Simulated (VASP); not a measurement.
# HW8C8Cl in VASP: further runs, part 2 of 3

VASP 6.6.1. Earlier steps stand in the parts before.

### 3 Single point, PBE+D3(BJ)

File INCAR:

```
SYSTEM = HW8C8Cl
PREC     = Accurate       ! precision mode
ENCUT    = 520            ! plane-wave cutoff, eV
EDIFF    = 1E-6           ! SCF threshold, eV
ISMEAR   = -1             ! smearing method
SIGMA    = 0.1            ! smearing width, eV
LREAL    = Auto         
LASPH    = .True.         ! aspherical terms in the spheres
NELM     = 100            ! most SCF steps
ALGO     = Normal         ! electronic algorithm
ISIF     = 2              ! what is computed and relaxed
LWAVE    = .False.        ! write WAVECAR
LCHARG   = .False.        ! write CHGCAR
GGA      = PE             ! functional
IVDW     = 12             ! dispersion correction
NBANDS   = 91             ! bands
```

File KPOINTS:

```
regular mesh
0
Gamma
  3 3 1
  0 0 0
```

File POSCAR:

```
HW8C8Cl
1.0
    5.7996800000      0.0000000000      0.0000000000
    0.0000000000      5.6750600000      0.0000000000
    0.0000000000      0.0000000000     16.1855590000
W C Cl H
8 8 1 1
Direct
    0.0000000000      0.0000000000      0.0617834701
    0.2454100916     -0.0131276145      0.2172801075
    0.0000000000      0.4999947137      0.0617834701
    0.2431685886      0.4770522250      0.2164769224
    0.4999931031      0.0000000000      0.0617834701
    0.7461273725     -0.0157355165      0.2115774932
    0.4999931031      0.4999947137      0.0617834701
    0.7512138601      0.4898802832      0.2137955198
   -0.0000172423      0.2494070547      0.1612486785
    0.4436279243      0.1791522909      0.2963320575
   -0.0195355606      0.7478158821      0.1561824340
    0.0216908519      0.6209449768      0.3116111096
    0.4837335853      0.2350635940      0.1551506500
    0.6737785533      0.2494775386      0.3138353146
    0.4882855606      0.7273931906      0.1663643499
    0.8387876573      0.7580184174      0.3054883677
    0.2748427499      0.0620257759      0.3827485971
   -0.2636179927      0.2455128228      0.3789736270
```

Potentials or basis: VASP PAW PBE potentials, release 64 (W_sv, C, Cl, H).

Command:

```bash
$ cat potpaw_PBE.64/W_sv/POTCAR potpaw_PBE.64/C/POTCAR potpaw_PBE.64/Cl/POTCAR potpaw_PBE.64/H/POTCAR > POTCAR
$ mpirun -np 1 vasp_std > vasp.out
```

OUTCAR:

```text
SYSTEM = HW8C8Cl
   PREC = Accurate
   ENCUT = 520
   EDIFF = 1E-6
   ISMEAR = -1
   LREAL = Auto
   LASPH = .True.
   NELM = 100
   ISIF = 2
   GGA = PE
   IVDW = 12
 IVDW          = 12

 ion  position               nearest neighbor table
   1  0.000  0.000  0.062-  11 2.10   9 2.14   3 2.84   3 2.84   6 2.84   2 2.89   5 2.90   5 2.90

   2  0.245  0.987  0.217-  10 2.04  15 2.20  13 2.21   9 2.25  11 2.28  17 2.72   4 2.78   1 2.89
                             4 2.89   6 2.90   6 2.91   5 2.92
   3  0.000  0.500  0.062-  11 2.08   9 2.15   1 2.84   1 2.84   8 2.85   4 2.88   7 2.90   7 2.90

   4  0.243  0.477  0.216-   9 2.11  12 2.17  15 2.17  13 2.19  11 2.37  10 2.42   2 2.78   8 2.85
                             3 2.88   2 2.89   7 2.92   8 2.95
   5  0.500  0.000  0.062-  13 2.02  15 2.29   6 2.81   7 2.84   7 2.84   1 2.90   1 2.90   2 2.92

   6  0.746  0.984  0.212-  16 2.06  11 2.11  15 2.21   9 2.26  13 2.28  14 2.28  10 2.49   8 2.81
                             5 2.81   1 2.84   8 2.87   2 2.90   2 2.91
   7  0.500  0.500  0.062-  15 2.13  13 2.13   5 2.84   5 2.84   8 2.86   3 2.90   3 2.90   4 2.92

   8  0.751  0.490  0.214-   9 2.16  14 2.16  15 2.18  16 2.19  11 2.19  13 2.32  12 2.35   6 2.81
                             3 2.85   4 2.85   7 2.86   6 2.87   4 2.95
   9  1.000  0.249  0.161-   4 2.11   1 2.14   3 2.15   8 2.16   2 2.25   6 2.26
  10  0.444  0.179  0.296-  14 1.42  17 1.83   2 2.04   4 2.42   6 2.49
  11  0.980  0.748  0.156-   3 2.08   1 2.10   6 2.11   8 2.19   2 2.28   4 2.37
  12  0.022  0.621  0.312-  16 1.32   4 2.17   8 2.35
  13  0.484  0.235  0.155-   5 2.02   7 2.13   4 2.19   2 2.21   6 2.28   8 2.32
  14  0.674  0.249  0.314-  18 1.12  10 1.42   8 2.16   6 2.28
  15  0.488  0.727  0.166-   7 2.13   4 2.17   8 2.18   2 2.20   6 2.21   5 2.29
  16  0.839  0.758  0.305-  12 1.32   6 2.06   8 2.19
  17  0.275  0.062  0.383-  10 1.83   2 2.72
  18  0.736  0.246  0.379-  14 1.12

  LATTYP: Found a simple orthorhombic cell.
 ALAT       =     5.6750600000
 B/A-ratio  =     1.0219592392
 C/A-ratio  =     2.8520507272

  Lattice vectors:

 A1 = (   0.0000000000,  -5.6750600000,   0.0000000000)
 A2 = (   5.7996800000,   0.0000000000,   0.0000000000)
 A3 = (   0.0000000000,   0.0000000000,  16.1855590000)

Analysis of symmetry for initial positions (statically):
=====================================================================
 Subroutine PRICEL returns:
 Original cell was already a primitive cell.

 Routine SETGRP: Setting up the symmetry group for a
 simple orthorhombic supercell.

 Subroutine GETGRP returns: Found  1 space group operations
 (whereof  1 operations were pure point group operations)
 out of a pool of  8 trial point group operations.

The static configuration has the point symmetry C_1 .

Analysis of symmetry for dynamics (positions and initial velocities):
=====================================================================
 Subroutine PRICEL returns:
 Original cell was already a primitive cell.

 Routine SETGRP: Setting up the symmetry group for a
 simple orthorhombic supercell.

 Subroutine GETGRP returns: Found  1 space group operations
 (whereof  1 operations were pure point group operations)
 out of a pool of  8 trial point group operations.

The dynamic configuration has the point symmetry C_1 .

 Subroutine INISYM returns: Found  1 space group operations
 (whereof  1 operations are pure point group operations),
 and found     1 'primitive' translations
[... 87 lines left out ...]
  0.333333  0.333333  0.000000      2.000000
 -0.333333  0.333333  0.000000      2.000000
   k-points           NKPTS =      5   k-points in BZ     NKDIM =      5   number of bands    NBANDS=     91
   number of dos      NEDOS =    301   number of ions     NIONS =     18
   total plane-waves  NPLWV = 241920
   dimension x,y,z NGX =    48 NGY =   42 NGZ =  120
   dimension x,y,z NGXF=    96 NGYF=   84 NGZF=  240
   ions per type =               8   8   1   1
   NGX,Y,Z   is equivalent  to a cutoff of  13.76, 12.30, 12.33 a.u.
   NGXF,Y,Z  is equivalent  to a cutoff of  27.52, 24.61, 24.65 a.u.
 SYSTEM =  HW8C8Cl
   PREC   = accura    normal or accurate (medium, high low for compatibility)
   ISTART =      0    job   : 0-new  1-cont  2-samecut
   ICHARG =      2    charge: 1-file 2-atom 10-const
   ISPIN  =      1    spin polarized calculation?
   LNONCOLLINEAR =      F non collinear calculations
   LSORBIT =      F    spin-orbit coupling
   LASPH  =      T    aspherical Exc in radial PAW
   ENCUT  =  520.0 eV  38.22 Ry    6.18 a.u.  10.78 10.55 30.09*2*pi/ulx,y,z
   NELM   =    100;   NELMIN=  2; NELMDL= -5     # of ELM steps
   EDIFF  = 0.1E-05   stopping-criterion for ELM
   LREAL  =      T    real-space projection
   EDIFFG = 0.1E-04   stopping-criterion for IOM
   NSW    =      0    number of steps for IOM
   IBRION =     -1    ionic relax: 0-MD 1-quasi-New 2-CG
   NFREE  =      0    steps in history (QN), initial steepest desc. (CG)
   ISIF   =      2    stress and relaxation
   ISYM   =      2    0-nonsym 1-usesym 2-fastsym
   POTIM  = 0.5000    time-step for ionic-motion
   TEBEG  =    0.0;   TEEND  =   0.0 temperature during run
   PSTRESS=    0.0 pullay stress
   NELECT =     152.0000    total number of electrons
   NUPDOWN=      -1.0000    fix difference up-down
   EMIN   =  10.00;   EMAX   =-10.00  energy-range for DOS
   EFERMI =   0.00;   METHOD = LEGACY
   ISMEAR =    -1;   SIGMA  =   0.10  broadening in eV -4-tet -1-fermi 0-gaus
   EFERMI_NEDOS =   21; number of points for ismear=-14 and -15
   IALGO  =     38    algorithm
   IMIX   =      4    mixing-type and parameters
     AMIX     =   0.40;   BMIX     =  1.00
     AMIX_MAG =   1.60;   BMIX_MAG =  1.00
  volume/ion in A,a.u.               =      29.60       199.72
  Fermi-wavevector in a.u.,A,eV,Ry     =   1.077760  2.036671 15.804066  1.161566
  Thomas-Fermi vector in A             =   2.213680
   LORBIT       =      0    0 simple, 1 ext, 2 COOP (PROOUT), +10 PAW based schemes
   GGA     = PE    functional components
   LHFCALC =     F    Hartree Fock is set to
   AEXX    =    0.0000 exact exchange contribution
   IVDW    =    12    specifies the selected vdW correction
   LEPSILON=     F    determine dielectric tensor
   LRPA    =     F    only Hartree local field effects (RPA)
 non-spin polarized calculation
  energy-cutoff  :      520.00
  volume of cell :      532.72
 maximum number of plane-waves:     14358
 NGX is ok and might be reduce to    48
   NGX = 21   NGY = 21   NGZ = 61

 number of electron     152.0000000 magnetization

 Free energy of the ion-electron system (eV)
  ---------------------------------------------------
  ext. energy  EPLUGINS =         0.00000000
  ---------------------------------------------------
  free energy    TOTEN  =      -166.69247638 eV

  energy without entropy =     -166.37095154  energy(sigma->0) =     -166.53171396

 E-fermi :   0.7530     XC(G=0):  -6.1152

 val. band max:        0.7526284493   @ k =   0.0000   0.3333   0.0000
 cond. band min:       0.7569492504   @ k =  -0.3333   0.3333   0.0000
 fundamental gap:      0.0043208011
 Fermi energy:         0.7530122922

 k-point     1 :       0.0000    0.0000    0.0000
  band No.  band energies     occupation
      1     -73.7668      2.00000
      2     -73.6711      2.00000
      3     -73.6540      2.00000
      4     -73.6317      2.00000
      5     -73.6206      2.00000
      6     -73.6016      2.00000
[... 444 lines left out ...]
     87       2.3673      0.00000
     88       2.6847      0.00000
 [bands above 88 left out]

------------------------ aborting loop because EDIFF is reached ----------------------------------------

 Edisp (eV)   -4.53410

 E8    (eV) :    -2.1136

  FORCE on cell =-STRESS in cart. coord.  units (eV):
  Direction    XX          YY          ZZ          XY          YZ          ZX
  --------------------------------------------------------------------------------------
  -------------------------------------------------------------------------------------
  Total     -22.04075    -9.31870     1.74076     2.71253     3.24818     0.37381
  in kB     -66.28798   -28.02617     5.23536     8.15799     9.76895     1.12424
  external pressure =      -29.69 kB  Pullay stress =        0.00 kB

 VOLUME and BASIS-vectors are now :
 -----------------------------------------------------------------------------
  energy-cutoff  :      520.00
  volume of cell :      532.72
      direct lattice vectors                 reciprocal lattice vectors
     5.799680000  0.000000000  0.000000000     0.172423306  0.000000000  0.000000000
     0.000000000  5.675060000  0.000000000     0.000000000  0.176209591  0.000000000
     0.000000000  0.000000000 16.185559000     0.000000000  0.000000000  0.061783470

 POSITION                                       TOTAL-FORCE (eV/Angst)
 -----------------------------------------------------------------------------------
      0.00000      0.00000      1.00000         0.038707      0.053244      0.032174
      1.42330      5.60056      3.51680        -0.676114      0.003837     -1.890896
      0.00000      2.83750      1.00000         0.125023     -0.124483      0.006345
      1.41030      2.70730      3.50380        -0.159956      1.060359      0.073530
      2.89980      0.00000      1.00000        -0.367362     -1.198799     -0.359624
      4.32730      5.58576      3.42450        -0.665205      1.293739      0.798335
[... 10 lines left out ...]
      1.59400      0.35200      6.19500        -0.181097     -0.298006      0.636440
      4.27078      1.39330      6.13390        -0.084535      0.042991     -0.874376
 -----------------------------------------------------------------------------------
    total drift:                                0.016281      0.000482     -0.015010

  FREE ENERGIE OF THE ION-ELECTRON SYSTEM (eV)
  ---------------------------------------------------
  free  energy   TOTEN  =      -171.2265736816 eV

  energy  without entropy=     -170.9050488412  energy(sigma->0) =     -171.06581126
```

Run time: 5.7 min. Hardware: 1 thread of Intel Xeon 6975P-C (Granite Rapids), shared host; peak memory 0.61 GiB.

Results:

```yaml
Free_energy: -171.2266 eV
Largest_force: 2.008 eV/Å
Band_gap_on_the_k_mesh: zero (bands 76 and 77 overlap by 0.32 eV)
Dispersion_energy_per_atom: -0.252 eV
```

Forces on the atoms (eV/Å):
```
W    0.039  0.053  0.032
W   -0.676  0.004 -1.891
W    0.125 -0.124  0.006
W   -0.160  1.060  0.074
W   -0.367 -1.199 -0.360
W   -0.665  1.294  0.798
W   -0.226 -0.331  0.117
W   -0.705 -0.652  0.212
C   -0.146 -1.027  0.025
C    0.150  0.167  1.611
C    1.120 -0.447 -0.284
C   -0.231  0.143 -0.754
C    0.920  0.728  0.236
C   -0.122  0.217 -0.244
C   -0.201  0.863 -0.301
C    1.412 -0.494  0.959
Cl  -0.181 -0.298  0.636
H   -0.085  0.043 -0.874
```

Caveat: the k points lie up to 0.37 Å⁻¹ apart; spin-orbit coupling is left out, which moves the levels of the heavy elements.

[end of part 2 of 3]
